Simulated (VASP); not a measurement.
# LiBr (Fm-3m) in VASP: a series of runs

The runs below take LiBr through single point, with r2SCAN, PBE.

All numbers are computed with VASP 6.6.1; they aren't measurements. Logs are shortened: lines on timing, memory, paths and dates and some standing lists are left out, and cuts for length are marked.

### 1 The cell of the first run

The structure is cubic, space group Fm-3m (No. 225). Conventional cell: a = 5.445 Å, b = 5.445 Å, c = 5.445 Å, α = 90.00°, β = 90.00°, γ = 90.00°. Li (site symmetry m-3m) has 6 Br at 2.72 Å within 3.6 Å. Br (site symmetry m-3m) has 6 Li at 2.72 Å within 3.6 Å.

### 2 Single point, r2SCAN

Input file POSCAR:

```
LiBr
1.0
    0.0000000000      2.7226905798      2.7226905798
    2.7226905798      0.0000000000      2.7226905798
    2.7226905798      2.7226905798      0.0000000000
Li Br
1 1
Direct
    0.0000000000      0.0000000000      0.0000000000
    0.5000000000      0.5000000000      0.5000000000
```

Input file INCAR.step1:

```
SYSTEM = LiBr
ALGO = Normal
EDIFF = 1E-5
ENCUT = 830
GGA = PE
GGA_COMPAT = .False.
ISMEAR = 0
LASPH = .True.
LCHARG = .False.
LREAL = .False.
LWAVE = .True.
NBANDS = 12
NELM = 120
PREC = Accurate
SIGMA = 0.1
```

Input file INCAR.step2:

```
SYSTEM = LiBr
ALGO = Normal
EDIFF = 1E-6
ENCUT = 830
GGA_COMPAT = .False.
ISIF = 2
ISMEAR = 0
ISTART = 1
LASPH = .True.
LCHARG = .True.
LELF = .True.
LMIXTAU = .True.
LREAL = .False.
LVHAR = .True.
LWAVE = .False.
METAGGA = R2SCAN
NBANDS = 12
NELM = 120
PREC = Accurate
SIGMA = 0.1
```

Input file KPOINTS:

```
k-points
0
Gamma
  4 4 4
  0 0 0
```

Potentials or basis: VASP PAW PBE potentials, release 64 (Li_sv, Br).

On the command line:

```bash
cat potpaw_PBE.64/Li_sv/POTCAR potpaw_PBE.64/Br/POTCAR > POTCAR
cp INCAR.step1 INCAR
mpirun -np 1 vasp_std > vasp.out
cp INCAR.step2 INCAR
mpirun -np 1 vasp_std > vasp.out
```

OUTCAR:

```text
SYSTEM = LiBr
   EDIFF = 1E-6
   ENCUT = 830
   ISIF = 2
   ISMEAR = 0
   ISTART = 1
   LASPH = .True.
   LREAL = .False.
   METAGGA = R2SCAN
   NELM = 120
   PREC = Accurate

 ion  position               nearest neighbor table
   1  0.000  0.000  0.000-
   2  0.500  0.500  0.500-

  LATTYP: Found a face centered cubic cell.
 ALAT       =     5.4453811596

  Lattice vectors:

 A1 = (   0.0000000000,   2.7226905798,   2.7226905798)
 A2 = (   2.7226905798,   0.0000000000,   2.7226905798)
 A3 = (   2.7226905798,   2.7226905798,   0.0000000000)

Analysis of symmetry for initial positions (statically):
=====================================================================
 Subroutine PRICEL returns:
 Original cell was already a primitive cell.

 Routine SETGRP: Setting up the symmetry group for a
 face centered cubic supercell.

 Subroutine GETGRP returns: Found 48 space group operations
 (whereof 48 operations were pure point group operations)
 out of a pool of 48 trial point group operations.

The static configuration has the point symmetry O_h .

Analysis of symmetry for dynamics (positions and initial velocities):
=====================================================================
 Subroutine PRICEL returns:
 Original cell was already a primitive cell.

 Routine SETGRP: Setting up the symmetry group for a
 face centered cubic supercell.

 Subroutine GETGRP returns: Found 48 space group operations
 (whereof 48 operations were pure point group operations)
 out of a pool of 48 trial point group operations.

The dynamic configuration has the point symmetry O_h .

 Subroutine INISYM returns: Found 48 space group operations
 (whereof 48 operations are pure point group operations),
 and found     1 'primitive' translations

----------------------------------------------------------------------------------------

                                     Primitive cell

  volume of cell :      40.3669

  direct lattice vectors                    reciprocal lattice vectors
     0.000000000  2.722690580  2.722690580    -0.183641874  0.183641874  0.183641874
     2.722690580  0.000000000  2.722690580     0.183641874 -0.183641874  0.183641874
     2.722690580  2.722690580  0.000000000     0.183641874  0.183641874 -0.183641874

  length of vectors
     3.850465944  3.850465944  3.850465944     0.318077056  0.318077056  0.318077056

  position of ions in fractional coordinates (direct lattice)
     0.000000000  0.000000000  0.000000000
     0.500000000  0.500000000  0.500000000

  ion indices of the primitive-cell ions
   primitive index   ion index
                 1           1
                 2           2

----------------------------------------------------------------------------------------

 KPOINTS: k-points

Automatic generation of k-mesh.
 Grid dimensions read from file:
 generate k-points for:    4    4    4

 Generating k-lattice:

  Cartesian coordinates                     Fractional coordinates (reciprocal lattice)
    -0.045910468  0.045910468  0.045910468     0.250000000  0.000000000  0.000000000
     0.045910468 -0.045910468  0.045910468     0.000000000  0.250000000  0.000000000
     0.045910468  0.045910468 -0.045910468     0.000000000  0.000000000  0.250000000

  Length of vectors
     0.079519264  0.079519264  0.079519264

  Shift w.r.t. Gamma in fractional coordinates (k-lattice)
     0.000000000  0.000000000  0.000000000

 Subroutine IBZKPT returns following result:
 ===========================================

 Found      8 irreducible k-points:

 Following reciprocal coordinates:
            Coordinates               Weight
  0.000000  0.000000  0.000000      1.000000
  0.250000  0.000000  0.000000      8.000000
  0.500000  0.000000  0.000000      4.000000
  0.250000  0.250000  0.000000      6.000000
  0.500000  0.250000  0.000000     24.000000
 -0.250000  0.250000  0.000000     12.000000
  0.500000  0.500000  0.000000      3.000000
 -0.250000  0.500000  0.250000      6.000000
   k-points           NKPTS =      8   k-points in BZ     NKDIM =      8   number of bands    NBANDS=     12
   number of dos      NEDOS =    301   number of ions     NIONS =      2
   total plane-waves  NPLWV =  46656
   dimension x,y,z NGX =    36 NGY =   36 NGZ =   36
   dimension x,y,z NGXF=    72 NGYF=   72 NGZF=   72
   ions per type =               1   1
   NGX,Y,Z   is equivalent  to a cutoff of  15.54, 15.54, 15.54 a.u.
   NGXF,Y,Z  is equivalent  to a cutoff of  31.09, 31.09, 31.09 a.u.
 SYSTEM =  LiBr
   PREC   = accura    normal or accurate (medium, high low for compatibility)
   ISTART =      1    job   : 0-new  1-cont  2-samecut
   ICHARG =      0    charge: 1-file 2-atom 10-const
   ISPIN  =      1    spin polarized calculation?
   LNONCOLLINEAR =      F non collinear calculations
   LSORBIT =      F    spin-orbit coupling
   LASPH  =      T    aspherical Exc in radial PAW
   ENCUT  =  830.0 eV  61.00 Ry    7.81 a.u.   9.05  9.05  9.05*2*pi/ulx,y,z
   NELM   =    120;   NELMIN=  2; NELMDL=  0     # of ELM steps
   EDIFF  = 0.1E-05   stopping-criterion for ELM
   LREAL  =      F    real-space projection
   EDIFFG = 0.1E-04   stopping-criterion for IOM
   NSW    =      0    number of steps for IOM
   IBRION =     -1    ionic relax: 0-MD 1-quasi-New 2-CG
   NFREE  =      0    steps in history (QN), initial steepest desc. (CG)
   ISIF   =      2    stress and relaxation
   ISYM   =      2    0-nonsym 1-usesym 2-fastsym
   POTIM  = 0.5000    time-step for ionic-motion
   TEBEG  =    0.0;   TEEND  =   0.0 temperature during run
   PSTRESS=    0.0 pullay stress
   NELECT =      10.0000    total number of electrons
   NUPDOWN=      -1.0000    fix difference up-down
   EMIN   =  10.00;   EMAX   =-10.00  energy-range for DOS
   EFERMI =   0.00;   METHOD = LEGACY
   ISMEAR =     0;   SIGMA  =   0.10  broadening in eV -4-tet -1-fermi 0-gaus
   EFERMI_NEDOS =   21; number of points for ismear=-14 and -15
   IALGO  =     38    algorithm
   IMIX   =      4    mixing-type and parameters
     AMIX     =   0.40;   BMIX     =  1.00
     AMIX_MAG =   1.60;   BMIX_MAG =  1.00
  volume/ion in A,a.u.               =      20.18       136.20
  Fermi-wavevector in a.u.,A,eV,Ry     =   1.028174  1.942967 14.383282  1.057141
  Thomas-Fermi vector in A             =   2.162157
   LORBIT       =      0    0 simple, 1 ext, 2 COOP (PROOUT), +10 PAW based schemes
   METAGGA = R2SCAN    functional components
   LHFCALC =     F    Hartree Fock is set to
   AEXX    =    0.0000 exact exchange contribution
   IVDW    =     0    specifies the selected vdW correction
   LEPSILON=     F    determine dielectric tensor
   LRPA    =     F    only Hartree local field effects (RPA)
 non-spin polarized calculation
 Gauss-broadening in eV      SIGMA  =   0.10
  energy-cutoff  :      830.00
  volume of cell :       40.37
 maximum number of plane-waves:      2209
   NGX = 19   NGY = 19   NGZ = 19

 number of electron      10.0000001 magnetization

 Free energy of the ion-electron system (eV)
  ---------------------------------------------------
  ext. energy  EPLUGINS =         0.00000000
  ---------------------------------------------------
  free energy    TOTEN  =       -19.14272105 eV

  energy without entropy =      -19.14272105  energy(sigma->0) =      -19.14272105

 E-fermi :   0.7557     XC(G=0):  -8.9300

 val. band max:        0.1566385767   @ k =   0.0000   0.0000   0.0000
 cond. band min:       6.1795801919   @ k =   0.0000   0.0000   0.0000
 fundamental gap:      6.0229416153
 Fermi energy:         0.7557072243

 k-point     1 :       0.0000    0.0000    0.0000
  band No.  band energies     occupation
      1     -45.5549      2.00000
      2     -13.8509      2.00000
      3       0.1566      2.00000
      4       0.1566      2.00000
      5       0.1566      2.00000
      6       6.1796      0.00000
      7      11.3923      0.00000
      8      11.3923      0.00000
      9      11.3923      0.00000
     10      13.7416      0.00000
     11      13.7416      0.00000
     12      13.7416      0.00000

 k-point     2 :       0.2500    0.0000    0.0000
  band No.  band energies     occupation
      1     -45.5543      2.00000
      2     -13.5998      2.00000
      3      -1.5768      2.00000
      4       0.0022      2.00000
      5       0.0022      2.00000
      6       7.0639      0.00000
      7      10.1971      0.00000
      8      10.1971      0.00000
      9      10.8938      0.00000
     10      13.3802      0.00000
     11      13.3802      0.00000
     12      14.4613      0.00000

 k-point     3 :       0.5000    0.0000    0.0000
  band No.  band energies     occupation
      1     -45.5537      2.00000
      2     -13.3197      2.00000
      3      -2.8687      2.00000
      4      -0.1361      2.00000
      5      -0.1361      2.00000
      6       6.5617      0.00000
      7       9.0425      0.00000
      8       9.0425      0.00000
      9      13.4632      0.00000
     10      15.4186      0.00000
     11      16.9121      0.00000
     12      16.9121      0.00000

 k-point     4 :       0.2500    0.2500    0.0000
  band No.  band energies     occupation
      1     -45.5541      2.00000
      2     -13.5076      2.00000
      3      -1.4841      2.00000
      4      -0.5018      2.00000
      5      -0.5018      2.00000
      6       8.3700      0.00000
      7       9.0347      0.00000
      8       9.4612      0.00000
      9      12.2654      0.00000
     10      12.2654      0.00000
     11      15.1680      0.00000
     12      16.7996      0.00000

 k-point     5 :       0.5000    0.2500    0.0000
  band No.  band energies     occupation
      1     -45.5535      2.00000
      2     -13.2144      2.00000
      3      -2.5068      2.00000
      4      -1.2561      2.00000
      5      -0.6393      2.00000
      6       7.7762      0.00000
      7       9.4238      0.00000
      8      10.8740      0.00000
      9      10.9440      0.00000
     10      14.2846      0.00000
     11      17.4124      0.00000
     12      17.9880      0.00000

 k-point     6 :      -0.2500    0.2500    0.0000
  band No.  band energies     occupation
      1     -45.5537      2.00000
      2     -13.3185      2.00000
      3      -2.1258      2.00000
      4      -1.4078      2.00000
      5      -0.1629      2.00000
      6       7.9360      0.00000
      7       9.7820      0.00000
      8      10.1950      0.00000
      9      10.6136      0.00000
     10      13.7899      0.00000
     11      16.1888      0.00000
     12      16.7704      0.00000

 k-point     7 :       0.5000    0.5000    0.0000
  band No.  band energies     occupation
      1     -45.5533      2.00000
      2     -13.1012      2.00000
      3      -2.8938      2.00000
      4      -1.0575      2.00000
      5      -1.0575      2.00000
      6       7.2914      0.00000
      7       7.8477      0.00000
      8      13.1451      0.00000
      9      14.0203      0.00000
     10      14.0203      0.00000
     11      16.7882      0.00000
     12      18.6649      0.00000

 k-point     8 :      -0.2500    0.5000    0.2500
  band No.  band energies     occupation
      1     -45.5533      2.00000
      2     -13.1071      2.00000
      3      -2.1124      2.00000
      4      -2.1124      2.00000
      5      -1.0412      2.00000
      6       9.1497      0.00000
      7       9.6760      0.00000
      8      10.4665      0.00000
      9      10.4665      0.00000
     10      15.5461      0.00000
     11      15.5461      0.00000
     12      18.7449      0.00000

------------------------ aborting loop because EDIFF is reached ----------------------------------------

  FORCE on cell =-STRESS in cart. coord.  units (eV):
  Direction    XX          YY          ZZ          XY          YZ          ZX
  --------------------------------------------------------------------------------------
  -------------------------------------------------------------------------------------
  Total        0.0572274      0.0572274      0.0572274      0.0000000      0.0000000     -0.0000000
  in kB        2.2713791      2.2713791      2.2713791      0.0000000      0.0000000     -0.0000000
  external PRESSURE =       2.2713791 kB  Pullay stress =       0.0000000 kB

 VOLUME and BASIS-vectors are now :
 -----------------------------------------------------------------------------
  energy-cutoff  :      830.00
  volume of cell :       40.37
      direct lattice vectors                 reciprocal lattice vectors
     0.000000000  2.722690580  2.722690580    -0.183641874  0.183641874  0.183641874
     2.722690580  0.000000000  2.722690580     0.183641874 -0.183641874  0.183641874
     2.722690580  2.722690580  0.000000000     0.183641874  0.183641874 -0.183641874

 POSITION                                       TOTAL-FORCE (eV/Angst)
 -----------------------------------------------------------------------------------
      0.00000      0.00000      0.00000         0.000000      0.000000      0.000000
      2.72269      2.72269      2.72269        -0.000000     -0.000000     -0.000000
 -----------------------------------------------------------------------------------
    total drift:                                0.000000      0.000000      0.000000

  FREE ENERGIE OF THE ION-ELECTRON SYSTEM (eV)
  ---------------------------------------------------
  free  energy   TOTEN  =       -19.1427210493 eV

  energy  without entropy=      -19.1427210493  energy(sigma->0) =      -19.14272105
```

It took 30 s on 1 thread of Intel Xeon 6975P-C (Granite Rapids), shared host; peak memory 0.21 GiB.

What came out:

```yaml
Free_energy: -19.1427 eV
Pressure: 0.2 GPa
Band_gap_on_the_k_mesh: 6.02 eV, direct
```

Caveat: the k points lie up to 0.50 Å⁻¹ apart; the PAW data sets were made with another functional, which shifts forces and pressure a little.

### 3 Single point, PBE, collinear spin, ferromagnetic start

Input file INCAR:

```
PREC     = Accurate       # precision mode
ENCUT    = 750            # plane-wave cutoff, eV
EDIFF    = 1E-6           # SCF threshold, eV
ISMEAR   = -1             # smearing method
SIGMA    = 0.025851999786435532 # smearing width, eV
LREAL    = False          # projectors in reciprocal space
LASPH    = True           # aspherical terms in the spheres
NELM     = 200            # most SCF steps
ALGO     = Normal         # electronic algorithm
ISIF     = 2              # what is computed and relaxed
LWAVE    = False          # write WAVECAR
LCHARG   = False          # write CHGCAR
ISPIN    = 2              # spin polarisation
MAGMOM   = 0.15 0.48      # initial moments
LORBIT   = 11             # projections on sites
NUPDOWN  = 1.0            # fixed moment
GGA      = PE             # functional
NBANDS   = 16             # bands
GGA_COMPAT= False
```

Input file KPOINTS:

```
regular mesh
0
Gamma
  4 4 4
```

POSCAR is that of step 2.

Potentials or basis: VASP PAW PBE potentials, release 64 (Li_sv, Br).

On the command line:

```bash
cat potpaw_PBE.64/Li_sv/POTCAR potpaw_PBE.64/Br/POTCAR > POTCAR
mpirun -np 1 vasp_std > vasp.out
```

It took 14 s on 1 thread of Intel Xeon 6975P-C (Granite Rapids), shared host; peak memory 0.23 GiB.

Results (log left out):

```
Free energy                                           : -3.4216 eV
Pressure                                              : 4.3 GPa
Net moment                                            : 1.00 μB per cell
Site moments                                          : Li +0.04; Br +0.41 μB
Valence electrons inside the program's atomic spheres : Li 2.07; Br 4.77
```

Caveat: the k points lie up to 0.50 Å⁻¹ apart; the total moment is fixed, so each spin has its own Fermi level.

(Part 1 of 2 ends here.)
